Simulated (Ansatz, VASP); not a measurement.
## Two plane-wave programs on Pd

```
Pd
1.0
    -2.50536    2.50536    1.34576
     2.50536   -2.50536    1.34576
     2.50536    2.50536   -1.34576
Pd
2
Direct
  0.00000 0.00000 0.00000
  0.75000 0.25000 0.50000
```

Alike in both runs: functional PBE; k mesh 18 × 18 × 18; occupations gaussian, width 0.1 eV; no spin polarisation.

Ansatz relaxed the structure, and its values are those at the end. VASP's run is a single point on that final structure, the one shown.

|  | VASP | Ansatz |
| --- | --- | --- |
| version | VASP 6.6.1 | Ansatz 0.2.0 |
| potentials or method | VASP PAW PBE potentials, release 64 (Pd), cutoff 520 eV | scalar-relativistic, plane waves, PAW |
| valence electrons in the cell | 20 | 36 |

|  | VASP | Ansatz | Ansatz less VASP |
| --- | --- | --- | --- |
| gap on the k mesh at the Fermi level (eV) | none | none | - |
| pressure (GPa) | -0.3 | 0.0 | +0.34 |

A gap of «none» marks a metal or a gap that the smearing closes. The functional is the same, so the differences come from potentials, cutoffs and numerics. VASP's potentials hold 20 valence electrons a cell and Ansatz's 36, so a difference there can come from the potentials and not from the codes.
